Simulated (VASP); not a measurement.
Set up this calculation in VASP 6.6.1, as the native input.

* Task: single point
* Functional: RPBE
* Potentials or basis: VASP PAW PBE potentials, release 64 (Co)
* Cutoff: 520 eV
* k mesh: 23 × 23 × 13
* Occupations: fermi-dirac, width 0.05 eV
* Spin: collinear spin, ferromagnetic start
* Starting moments: [1.729, 1.729] μB
* Dipole correction: no
* Further INCAR settings: ALGO = Normal; EDIFF = 1e-07; NBANDS = 20

The structure of Co lies in POSCAR:

```
Co
1.0
    2.4501953050      0.0000000000      0.0000000000
   -1.2250976525      2.1219313783      0.0000000000
    0.0000000000      0.0000000000      3.9578967088
Co
2
Direct
    0.3333333333      0.6666666667      0.2500000000
    0.6666666667      0.3333333333      0.7500000000
```

One way to write it, as run:

INCAR

```
  PREC = Accurate
  ENCUT = 520
  EDIFF = 1E-7
  ISMEAR = -1
  SIGMA = 0.05
  LREAL = F
  LASPH = T
  NELM = 150
  ALGO = Normal
  ISIF = 2
  LWAVE = F
  LCHARG = F
  ISPIN = 2
  MAGMOM = 1.729 1.729
  LORBIT = 11
  LMAXMIX = 4
  GGA = RP
  NBANDS = 20
```

KPOINTS

```
regular mesh
0
Gamma
  23 23 13
```

Potentials or basis: VASP PAW PBE potentials, release 64 (Co).

Run with:

```bash
$ cat potpaw_PBE.64/Co/POTCAR > POTCAR
$ mpirun -np 1 vasp_std > vasp.out
```

It gave:

```json
{"Pressure": "18.3 GPa", "Net moment": "3.14 μB per cell", "Site moments": "Co +1.58 μB", "Valence electrons inside the program's atomic spheres": "Co 8.38"}
```

Caveat: the cell stands under pressure; the PAW data sets were made with another functional, which shifts forces and pressure a little.

Wall time 2.1 min on 1 thread of Intel(R) Xeon(R) 6975P-C (Granite Rapids) (shared host), peak memory 0.32 GiB.
